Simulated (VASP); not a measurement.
Input of a VASP 6.6.1 run:

File INCAR:

```
SYSTEM = Re
ALGO = Normal
EDIFF = 1E-8
ENCUT = 520
GGA = PE
ISIF = 2
ISMEAR = -1
LASPH = .TRUE.
LCHARG = .FALSE.
LEFG = .TRUE.
LREAL = .FALSE.
LWAVE = .FALSE.
NBANDS = 14
NELM = 60
PREC = Accurate
SIGMA = 0.05
```

File KPOINTS:

```
k-points
0
G
  14 14 8
  0 0 0
```

POSCAR

```
Re
1.0
    2.5677224212      0.0000000000      0.0000000000
   -1.2838612106      2.2237128466      0.0000000000
    0.0000000000      0.0000000000      4.1057498614
Re
2
Direct
    0.3333333333      0.6666666667      0.2500000000
    0.6666666667      0.3333333333      0.7500000000
```

Potentials or basis: VASP PAW PBE potentials, release 64 (Re).

Run with:

```console
$ cat potpaw_PBE.64/Re/POTCAR > POTCAR
$ mpirun -np 1 vasp_std > vasp.out
```

Question: Estimate the pressure.

Answer: 153.4 GPa.

Question: Predict the band gap on the k mesh.

Answer: Zero (band 7 reaches 12.99 eV, above the bottom of band 8 at 8.43 eV).

Electric field gradients, principal values (V/Å²):
```tsv
atom	least	middle	greatest (by size)
1 Re	53.352	53.352	-106.703
2 Re	53.352	53.352	-106.703
```

Caveat: without QUAD_EFG the Cq values of the log hold for a quadrupole moment of 1 mb, not for the nuclei; spin-orbit coupling is left out, which moves the levels of the heavy elements.
